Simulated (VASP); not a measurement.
Crystal: NiSbO4.

```
Ni Sb O
1.0
     0.00000    3.30325    3.30325
     3.30325    0.00000    3.30325
     3.30325    3.30325    0.00000
Ni Sb O
1 1 4
Direct
  0.25000 0.25000 0.25000
  0.00000 0.00000 0.00000
  0.12392 0.62536 0.62536
  0.62536 0.12392 0.62536
  0.62536 0.62536 0.12392
  0.62536 0.62536 0.62536
```

The cell was built from a structure type or drawn by symmetry, and may not be a known phase.

* Program: VASP 6.6.1
* Task: relaxation of cell and atoms
* Functional: PBE
* Potentials or basis: VASP PAW PBE potentials, release 64 (Ni, Sb, O)
* Cutoff: 600 eV
* k mesh: 4 × 4 × 4
* Occupations: gaussian, width 0.1 eV
* Spin: collinear spin, ferromagnetic start
* Starting moments: [2.0, 0.0, 0.0, 0.0, 0.0, 0.0] μB

At the start: pressure -12.5 GPa; volume 12.01 Å³/atom.

Where does the relaxation end?

Over 5 steps the energy falls by 60.2 meV/atom and the volume is 10.64 Å³/atom (-11.4 %); space group F-43m (No. 216, to 0.1 Å) before and after; moment 0.92 μB per cell.

Step by step:
```csv
step,energy change (eV),largest force (eV/Å),pressure (GPa),volume (Å³)
1,0.0000,0.1380,-12.50,72.09
2,-0.3501,0.0893,2.24,62.74
3,-0.3602,0.0959,-0.03,63.77
4,-0.3601,0.0949,0.39,63.61
5,-0.3614,0.0320,-0.06,63.84
```

Final structure:
```
CELL_PARAMETERS angstrom
0.00000 3.17222 3.17222
3.17222 0.00000 3.17222
3.17222 3.17222 0.00000
ATOMIC_POSITIONS crystal
Ni 0.25000 0.25000 0.25000
Sb 0.00000 0.00000 0.00000
O 0.12112 0.62629 0.62629
O 0.62629 0.12112 0.62629
O 0.62629 0.62629 0.12112
O 0.62629 0.62629 0.62629
```

Caveat: the k points lie up to 0.43 Å⁻¹ apart in the final cell; a cell with one magnetic atom can't hold antiferromagnetic order, which such compounds often take.
